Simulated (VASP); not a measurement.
A run of VASP 6.6.1 is set up as follows.

Contents of INCAR:

```
SYSTEM = Ru
  PREC = Accurate
  ENCUT = 520
  EDIFF = 1E-6
  ISMEAR = 0
  SIGMA = 0.1
  LREAL = .False.
  LASPH = .True.
  NELM = 100
  ALGO = Normal
  ISIF = 2
  LWAVE = .False.
  LCHARG = .True.
  GGA = PE
  LELF = .True.
  LVHAR = .True.
  NBANDS = 21
```

KPOINTS

```
regular mesh
0
Gamma
  9 9 4
  0 0 0
```

POSCAR

```
Ru
1.0
    2.7058000000      0.0000000000      0.0000000000
   -1.3529000000      2.3432915376      0.0000000000
    0.0000000000      0.0000000000      4.2819000000
Ru
2
Direct
    0.3333333333      0.6666666667      0.2500000000
    0.6666666667      0.3333333333      0.7500000000
```

Potentials or basis: VASP PAW PBE potentials, release 64 (Ru_pv).

Command:

```bash
$ cat potpaw_PBE.64/Ru_pv/POTCAR > POTCAR
$ mpirun -np 1 vasp_std > vasp.out
```

Task: Predict the band gap on the k mesh.

Result: Zero (band 14 reaches 14.31 eV, above the bottom of band 15 at 11.27 eV).

Task: Predict the pressure.

Result: 4.6 GPa.

Stress tensor (GPa, compression positive):
```
5.41 0.00 0.00
0.00 5.41 0.00
0.00 0.00 2.93
```

Caveat: the k points lie up to 0.37 Å⁻¹ apart.
